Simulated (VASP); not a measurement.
Wanted: the native input for a VASP 6.6.1 run.

```yaml
Task: single point
Functional: r2SCAN
Potentials_or_basis: VASP PAW PBE potentials, release 64 (Ag, Pt)
Cutoff: 520 eV
k_mesh: 9 × 9 × 9
Occupations: fermi-dirac, width 0.1 eV
Spin: no spin polarisation
Dipole_correction: no
Further_INCAR_settings: ALGO = Normal; EDIFF = 1e-06; NBANDS = 28
```

The system is AgPt3.

```xyz
4
Lattice="3.9150 0.0000 0.0000 0.0000 3.9150 0.0000 0.0000 0.0000 3.9150" Properties=species:S:1:pos:R:3 pbc="T T T"
Ag    0.0000    0.0000    0.0000
Pt    0.0000    1.9575    1.9575
Pt    1.9575    0.0000    1.9575
Pt    1.9575    1.9575    0.0000
```

The input as run:

POSCAR

```
AgPt3
1.0
    3.9149833400      0.0000000000      0.0000000000
    0.0000000000      3.9149833400      0.0000000000
    0.0000000000      0.0000000000      3.9149833400
Ag Pt
1 3
Direct
    0.0000000000      0.0000000000      0.0000000000
    0.0000000000      0.5000000000      0.5000000000
    0.5000000000      0.0000000000      0.5000000000
    0.5000000000      0.5000000000      0.0000000000
```

INCAR.step1

```
SYSTEM = AgPt3
PREC = Accurate ; ENCUT = 520
ISMEAR = -1 ; SIGMA = 0.1
LREAL = .FALSE. ; LASPH = .TRUE.
NELM = 60 ; NBANDS = 28
GGA = PE ; ALGO = Normal
EDIFF = 1E-4 ; LWAVE = .TRUE.
LCHARG = .FALSE.
```

INCAR.step2

```
SYSTEM = AgPt3
PREC = Accurate ; ENCUT = 520
EDIFF = 1E-6 ; ISMEAR = -1
SIGMA = 0.1 ; LREAL = .FALSE.
LASPH = .TRUE. ; NELM = 60
ALGO = Normal ; ISIF = 2
LWAVE = .FALSE. ; LCHARG = .FALSE.
METAGGA = R2SCAN ; LMIXTAU = .TRUE.
NBANDS = 28 ; ISTART = 1
```

KPOINTS

```
regular mesh
0
G
  9 9 9
  0 0 0
```

Potentials or basis: VASP PAW PBE potentials, release 64 (Ag, Pt).

The run is started by

```console
$ cat potpaw_PBE.64/Ag/POTCAR potpaw_PBE.64/Pt/POTCAR > POTCAR
$ cp INCAR.step1 INCAR
$ mpirun -np 1 vasp_std > vasp.out
$ cp INCAR.step2 INCAR
$ mpirun -np 1 vasp_std > vasp.out
```

Results of the run:

| Item | Value |
| --- | --- |
| Pressure | 10.8 GPa |

Caveat: the PAW data sets were made with another functional, which shifts forces and pressure a little.

It took 2 min on 1 thread of Intel(R) Xeon(R) Platinum 8488C (Sapphire Rapids) (shared host), peak memory 0.2 GiB.
